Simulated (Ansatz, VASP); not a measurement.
ZrAl3N4 in VASP and in Ansatz

```
CELL_PARAMETERS angstrom
4.71637 0.00000 0.00000
0.00000 4.71637 0.00000
0.00000 0.00000 4.71637
ATOMIC_POSITIONS crystal
Zr 0.00000 0.00000 0.00000
Al 0.50000 0.00000 0.50000
Al 0.50000 0.50000 0.00000
Al 0.00000 0.50000 0.50000
N 0.00000 0.50000 0.00000
N 0.50000 0.50000 0.50000
N 0.00000 0.00000 0.50000
N 0.50000 0.00000 0.00000
```

Alike in both runs: task relaxation of cell and atoms; functional PBE; k mesh 4 × 4 × 4; occupations gaussian, width 0.1 eV; no spin polarisation.

|  | VASP | Ansatz |
| --- | --- | --- |
| version | VASP 6.6.1 | Ansatz 0.2.0 |
| potentials or method | VASP PAW PBE potentials, release 64 (Zr_sv, Al, N), cutoff 600 eV | scalar-relativistic, plane waves, PAW |
| valence electrons in the cell | 41 | 41 |

```tsv
	VASP	Ansatz	Ansatz less VASP
gap on the k mesh at the Fermi level, each at its own relaxed structure (eV)	none	none	-
relaxed volume (Å³/atom)	9.90	9.92	+0.022
relaxed cell length with the largest relative difference (Å)	4.294	4.298	+0.0032
```

A gap of «none» marks a metal or a gap that the smearing closes.

Noted on VASP's run: the volume moved by over 15 % at a fixed basis, so the end points are rough; too few bands were computed for a metal, which touches its energy and stress.
